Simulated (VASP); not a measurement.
Crystal: Se.

```
Se
1.0
     4.36620    0.00000    0.00000
    -2.18310    3.78124    0.00000
     0.00000    0.00000    4.90406
Se
3
Direct
  0.77460 0.77460 0.00000
  0.00000 0.22540 0.66667
  0.22540 0.00000 0.33333
```

Base run:

```yaml
Program: VASP 6.6.1
Functional: PBE
Potentials_or_basis: VASP PAW PBE potentials, release 64 (Se)
Cutoff: 520 eV
k_mesh: 6 × 6 × 5
Occupations: fermi-dirac, width 0.05 eV
Spin: no spin polarisation
```

Its results: band gap on the k mesh 1.29 eV, indirect (least direct gap 1.60 eV); pressure 3.8 GPa; largest force 0.560 eV/Å.

The run is repeated on the same cell with these changes: functional from PBE to PBEsol. What comes out?

Band gap on the k mesh 1.21 eV, indirect (least direct gap 1.55 eV); pressure 1.2 GPa; largest force 0.456 eV/Å.

PBEsol binds more tightly than PBE, so the same cell stands under less pressure.

Caveats: the PAW data sets were made with another functional, which shifts forces and pressure a little (some runs).

A k mesh can miss the band edges.
